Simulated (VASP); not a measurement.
# HC4 in VASP: single point with PBE+D3(BJ)

Aim: the single point of HC4 with PBE+D3(BJ).

Everything below comes from runs of VASP 6.6.1. Logs are shortened: lines on timing, memory, paths and dates and some standing lists are left out, and cuts for length are marked.

### 1 The cell of the first run

The cell holds a slab with vacuum, 10 atoms: a = 2.515 Å, b = 2.515 Å, c = 26.814 Å, α = 90.00°, β = 90.00°, γ = 120.00°.

### 2 Single point, PBE+D3(BJ), collinear spin

The input, INCAR:

```
ALGO     = Normal         # electronic algorithm
DIPOL    = 0.5 0.5 0.484
EDIFF    = 1E-6           # SCF threshold, eV
ENCUT    = 520            # plane-wave cutoff, eV
GGA      = PE             # functional
GGA_COMPAT= False        
IDIPOL   = 3            
ISIF     = 2              # what is computed and relaxed
ISMEAR   = 0              # smearing method
ISPIN    = 2              # spin polarisation
IVDW     = 12             # dispersion correction
LASPH    = True           # aspherical terms in the spheres
LCHARG   = True           # write CHGCAR
LDIPOL   = True         
LELF     = True           # ELF
LORBIT   = 11             # projections on sites
LREAL    = False          # projectors in reciprocal space
LVACPOTAV= True         
LVHAR    = True         
LWAVE    = False          # write WAVECAR
MAGMOM   = 0 1 0 0 0 0 0 0 0 0 # initial moments
NBANDS   = 32             # bands
NELM     = 200            # most SCF steps
NELMDL   = -8           
PREC     = Accurate       # precision mode
SIGMA    = 0.05           # smearing width, eV
```

The input, KPOINTS:

```
k-points
0
Gamma
  12 12 1
```

The input, POSCAR:

```
HC4
1.0
    2.5150999885      0.0000000000      0.0000000000
   -1.2575499942      2.1781404831      0.0000000000
    0.0000000000      0.0000000000     26.8141042591
H C
2 8
Direct
    0.0000000000      0.0000000000      0.3169973502
    0.6666666667      0.3333333333      0.6490863874
    0.0000000000      0.0000000000      0.3595122891
    0.6666666667      0.3333333333      0.3786586543
    0.6666666667      0.3333333333      0.4360977502
    0.3333333333      0.6666666667      0.4552441155
    0.3333333333      0.6666666667      0.5127219764
    0.0000000000      0.0000000000      0.5318390265
    0.0000000000      0.0000000000      0.5895881435
    0.6666666667      0.3333333333      0.6077509036
```

Potentials or basis: VASP PAW PBE potentials, release 64 (H, C).

Started as:

```bash
> cat potpaw_PBE.64/H/POTCAR potpaw_PBE.64/C/POTCAR > POTCAR
> mpirun -np 1 vasp_std > vasp.out
```

OUTCAR:

```text
EDIFF = 1E-6
   ENCUT = 520
   GGA = PE
   ISIF = 2
   ISMEAR = 0
   ISPIN = 2
   IVDW = 12
   LASPH = True
   LORBIT = 11
   LREAL = False
   NELM = 200
   NELMDL = -8
   PREC = Accurate
 IVDW          = 12

 ion  position               nearest neighbor table
   1  0.000  0.000  0.317-   3 1.14
   2  0.667  0.333  0.649-  10 1.11
   3  0.000  0.000  0.360-   1 1.14   4 1.54   4 1.54   4 1.54
   4  0.667  0.333  0.379-   3 1.54   3 1.54   3 1.54   5 1.54
   5  0.667  0.333  0.436-   6 1.54   6 1.54   4 1.54   6 1.54
   6  0.333  0.667  0.455-   5 1.54   5 1.54   5 1.54   7 1.54
   7  0.333  0.667  0.513-   8 1.54   8 1.54   8 1.54   6 1.54
   8  0.000  0.000  0.532-   7 1.54   7 1.54   7 1.54   9 1.55
   9  0.000  0.000  0.590-  10 1.53  10 1.53  10 1.53   8 1.55
  10  0.667  0.333  0.608-   2 1.11   9 1.53   9 1.53   9 1.53

  LATTYP: Found a hexagonal cell.
 ALAT       =     2.5150999885
 C/A-ratio  =    10.6612478159

  Lattice vectors:

 A1 = (   2.5150999885,   0.0000000000,   0.0000000000)
 A2 = (  -1.2575499942,   2.1781404831,   0.0000000000)
 A3 = (   0.0000000000,   0.0000000000,  26.8141042591)

Analysis of symmetry for initial positions (statically):
=====================================================================
 Subroutine PRICEL returns:
 Original cell was already a primitive cell.

 Routine SETGRP: Setting up the symmetry group for a
 hexagonal supercell.

 Subroutine GETGRP returns: Found  6 space group operations
 (whereof  6 operations were pure point group operations)
 out of a pool of 24 trial point group operations.

The static configuration has the point symmetry C_3v.

Analysis of symmetry for dynamics (positions and initial velocities):
=====================================================================
 Subroutine PRICEL returns:
 Original cell was already a primitive cell.

 Routine SETGRP: Setting up the symmetry group for a
 hexagonal supercell.

 Subroutine GETGRP returns: Found  6 space group operations
 (whereof  6 operations were pure point group operations)
 out of a pool of 24 trial point group operations.

The dynamic configuration has the point symmetry C_3v.

Analysis of structural, dynamic, and magnetic symmetry:
=====================================================================
 Subroutine PRICEL returns:
 Original cell was already a primitive cell.

 Routine SETGRP: Setting up the symmetry group for a
 hexagonal supercell.

 Subroutine GETGRP returns: Found  6 space group operations
 (whereof  6 operations were pure point group operations)
 out of a pool of 24 trial point group operations.

The overall configuration has the point symmetry C_3v.

 Subroutine INISYM returns: Found  6 space group operations
 (whereof  6 operations are pure point group operations),
 and found     1 'primitive' translations

----------------------------------------------------------------------------------------

                                     Primitive cell

  volume of cell :     146.8941

  direct lattice vectors                    reciprocal lattice vectors
     2.515099988  0.000000000  0.000000000     0.397598507  0.229553605  0.000000000
    -1.257549994  2.178140483  0.000000000     0.000000000  0.459107210  0.000000000
     0.000000000  0.000000000 26.814104259     0.000000000  0.000000000  0.037293806

  length of vectors
     2.515099988  2.515099988 26.814104259     0.459107210  0.459107210  0.037293806

  position of ions in fractional coordinates (direct lattice)
     0.000000000  0.000000000  0.316997350
     0.666666667  0.333333333  0.649086387
     0.000000000  0.000000000  0.359512289
     0.666666667  0.333333333  0.378658654
     0.666666667  0.333333333  0.436097750
     0.333333333  0.666666667  0.455244116
     0.333333333  0.666666667  0.512721976
[... 70 lines left out ...]
   NGX,Y,Z   is equivalent  to a cutoff of  13.22, 13.22, 12.40 a.u.
   NGXF,Y,Z  is equivalent  to a cutoff of  26.44, 26.44, 24.80 a.u.
 SYSTEM =  unknown system
   PREC   = accura    normal or accurate (medium, high low for compatibility)
   ISTART =      0    job   : 0-new  1-cont  2-samecut
   ICHARG =      2    charge: 1-file 2-atom 10-const
   ISPIN  =      2    spin polarized calculation?
   LNONCOLLINEAR =      F non collinear calculations
   LSORBIT =      F    spin-orbit coupling
   LASPH  =      T    aspherical Exc in radial PAW
   ENCUT  =  520.0 eV  38.22 Ry    6.18 a.u.   4.68  4.68 49.86*2*pi/ulx,y,z
   NELM   =    200;   NELMIN=  2; NELMDL= -8     # of ELM steps
   EDIFF  = 0.1E-05   stopping-criterion for ELM
   LREAL  =      F    real-space projection
   EDIFFG = 0.1E-04   stopping-criterion for IOM
   NSW    =      0    number of steps for IOM
   IBRION =     -1    ionic relax: 0-MD 1-quasi-New 2-CG
   NFREE  =      0    steps in history (QN), initial steepest desc. (CG)
   ISIF   =      2    stress and relaxation
   ISYM   =      2    0-nonsym 1-usesym 2-fastsym
   POTIM  = 0.5000    time-step for ionic-motion
   TEBEG  =    0.0;   TEEND  =   0.0 temperature during run
   PSTRESS=    0.0 pullay stress
   NELECT =      34.0000    total number of electrons
   NUPDOWN=      -1.0000    fix difference up-down
   EMIN   =  10.00;   EMAX   =-10.00  energy-range for DOS
   EFERMI =   0.00;   METHOD = LEGACY
   ISMEAR =     0;   SIGMA  =   0.05  broadening in eV -4-tet -1-fermi 0-gaus
   EFERMI_NEDOS =   21; number of points for ismear=-14 and -15
   IALGO  =     38    algorithm
   IMIX   =      4    mixing-type and parameters
     AMIX     =   0.40;   BMIX     =  1.00
     AMIX_MAG =   1.60;   BMIX_MAG =  1.00
  volume/ion in A,a.u.               =      14.69        99.13
  Fermi-wavevector in a.u.,A,eV,Ry     =   1.005155  1.899467 13.746461  1.010336
  Thomas-Fermi vector in A             =   2.137816
   LORBIT       =     11    0 simple, 1 ext, 2 COOP (PROOUT), +10 PAW based schemes
   GGA     = PE    functional components
   LHFCALC =     F    Hartree Fock is set to
   AEXX    =    0.0000 exact exchange contribution
   IVDW    =    12    specifies the selected vdW correction
   LEPSILON=     F    determine dielectric tensor
   LRPA    =     F    only Hartree local field effects (RPA)
 spin polarized calculation
 Gauss-broadening in eV      SIGMA  =   0.05
  energy-cutoff  :      520.00
  volume of cell :      146.89
 maximum number of plane-waves:      3988
 NGX is ok and might be reduce to    20
   NGX =  9   NGY =  9   NGZ = 99

 number of electron      34.0000001 magnetization       0.0000128

 dipolmoment           0.000000      0.000000     -0.002109 electrons x Angstroem

 Free energy of the ion-electron system (eV)
  ---------------------------------------------------
  ext. energy  EPLUGINS =         0.00000000
  ---------------------------------------------------
  free energy    TOTEN  =       -80.14930816 eV

  energy without entropy =      -80.14930816  energy(sigma->0) =      -80.14930816

 E-fermi :   0.8865     XC(G=0):  -5.1295

 val. band max:        0.5774796013   @ k =   0.0000   0.0000   0.0000
 cond. band min:       3.2902008493   @ k =   0.0000   0.0000   0.0000
 fundamental gap:      2.7127212480
 Fermi energy:         0.8865242227

 spin component 1

 k-point     1 :       0.0000    0.0000    0.0000
  band No.  band energies     occupation
      1     -20.3533      1.00000
      2     -19.3634      1.00000
      3     -17.8295      1.00000
      4     -15.9833      1.00000
      5     -11.7632      1.00000
      6      -9.3821      1.00000
[... 597 lines left out ...]
     28      13.4054      0.00000
     29      13.4063      0.00000
 Fermi energy:         0.8865242227

 spin component 2

 k-point     1 :       0.0000    0.0000    0.0000
  band No.  band energies     occupation
      1     -20.3533      1.00000
      2     -19.3634      1.00000
      3     -17.8295      1.00000
      4     -15.9833      1.00000
      5     -11.7632      1.00000
      6      -9.3821      1.00000
[... 597 lines left out ...]
     28      13.4065      0.00000
     29      13.4071      0.00000
 [bands above 29 left out]

------------------------ aborting loop because EDIFF is reached ----------------------------------------

 Edisp (eV)   -1.37302

 E8    (eV) :    -0.3992

  FORCE on cell =-STRESS in cart. coord.  units (eV):
  Direction    XX          YY          ZZ          XY          YZ          ZX
  --------------------------------------------------------------------------------------
  -------------------------------------------------------------------------------------
  Total       0.56787     0.56787    -1.31517     0.00000     0.00000    -0.00000
  in kB       6.19380     6.19380   -14.34461     0.00000     0.00000    -0.00000
  external pressure =       -0.65 kB  Pullay stress =        0.00 kB

 VOLUME and BASIS-vectors are now :
 -----------------------------------------------------------------------------
  energy-cutoff  :      520.00
  volume of cell :      146.89
      direct lattice vectors                 reciprocal lattice vectors
     2.515099988  0.000000000  0.000000000     0.397598507  0.229553605  0.000000000
    -1.257549994  2.178140483  0.000000000     0.000000000  0.459107210  0.000000000
     0.000000000  0.000000000 26.814104259     0.000000000  0.000000000  0.037293806

 POSITION                                       TOTAL-FORCE (eV/Angst)
 -----------------------------------------------------------------------------------
      0.00000      0.00000      8.50000         0.000000     -0.000000      0.903818
      1.25755      0.72605     17.40467         0.000000     -0.000000      0.028201
      0.00000      0.00000      9.64000         0.000000     -0.000000      0.029911
      1.25755      0.72605     10.15339        -0.000000     -0.000000     -1.008219
      1.25755      0.72605     11.69357        -0.000000      0.000000      0.047991
     -0.00000      1.45209     12.20696         0.000000     -0.000000     -0.005307
     -0.00000      1.45209     13.74818         0.000000     -0.000000     -0.000453
      0.00000      0.00000     14.26079         0.000000     -0.000000      0.001402
      0.00000      0.00000     15.80928        -0.000000     -0.000000     -0.001672
      1.25755      0.72605     16.29630        -0.000000      0.000000      0.004329
 -----------------------------------------------------------------------------------
    total drift:                               -0.000000      0.000000     -0.000215

  FREE ENERGIE OF THE ION-ELECTRON SYSTEM (eV)
  ---------------------------------------------------
  free  energy   TOTEN  =       -81.5223255658 eV

  energy  without entropy=      -81.5223255658  energy(sigma->0) =      -81.52232557

 vacuum level on the upper side and lower side of the slab         4.175         4.246

 total charge

# of ion       s       p       d       tot
------------------------------------------
    1        0.622   0.036   0.000   0.658
    2        0.646   0.042   0.000   0.688
    3        0.835   1.741   0.000   2.575
    4        0.828   1.748   0.000   2.576
    5        0.831   1.755   0.000   2.586
    6        0.831   1.756   0.000   2.586
    7        0.831   1.756   0.000   2.587
    8        0.831   1.753   0.000   2.584
    9        0.829   1.756   0.000   2.585
   10        0.839   1.768   0.000   2.607
--------------------------------------------------
tot          7.922  14.111   0.000  22.033

 magnetization (x)

# of ion       s       p       d       tot
------------------------------------------
    1        0.000  -0.000   0.000   0.000
    2        0.000   0.000   0.000   0.000
    3       -0.000  -0.000   0.000  -0.000
    4        0.000  -0.000   0.000  -0.000
    5       -0.000  -0.000   0.000  -0.000
    6       -0.000  -0.000   0.000  -0.000
    7        0.000  -0.000   0.000  -0.000
    8        0.000   0.000   0.000   0.000
    9        0.000   0.000   0.000   0.000
   10        0.000   0.000   0.000   0.000
--------------------------------------------------
tot          0.000  -0.000   0.000  -0.000
```

It took 13 min on 1 thread of Oxide Virtual Turin-like, shared host; peak memory 0.36 GiB.

What came out:

```yaml
Free_energy: -81.5223 eV
Largest_force: 1.008 eV/Å
Band_gap_on_the_k_mesh: 2.71 eV
Net_moment: 0.00 μB per cell
Valence_electrons_inside_the_program's_atomic_spheres: H 0.66, 0.69; C 2.58, 2.59, 2.61 (each value once)
Dispersion_energy_per_atom: -0.137 eV
```

Forces in eV/Å, atoms in the order of the input:
```
H    0.000  0.000  0.904
H    0.000  0.000  0.028
C    0.000  0.000  0.030
C    0.000  0.000 -1.008
C    0.000  0.000  0.048
C    0.000  0.000 -0.005
C    0.000  0.000  0.000
C    0.000  0.000  0.001
C    0.000  0.000 -0.002
C    0.000  0.000  0.004
```

Levels at points of the mesh, in eV from the valence-band top:
Spin up:
| k point | band 13 | band 14 | band 15 | band 16 | band 17 | band 18 | band 19 | band 20 | band 21 | band 22 |
| --- | --- | --- | --- | --- | --- | --- | --- | --- | --- | --- |
| (0.00, 0.00, 0.00) | -1.16 | -0.79 | -0.79 | 0.00 | 0.00 | 2.71 | 2.90 | 3.83 | 4.32 | 5.20 |
| (0.50, 0.00, 0.00) | -4.95 | -4.50 | -3.86 | -3.04 | -2.90 | 5.31 | 5.56 | 6.16 | 6.98 | 7.35 |
Spin down:
```tsv
k point	band 14	band 15	band 16	band 17	band 18	band 19	band 20	band 21
(0.00, 0.00, 0.00)	-0.79	-0.79	0.00	0.00	2.71	2.91	3.82	4.34
(0.50, 0.00, 0.00)	-4.50	-3.86	-3.04	-2.90	5.31	5.56	6.16	6.98
```
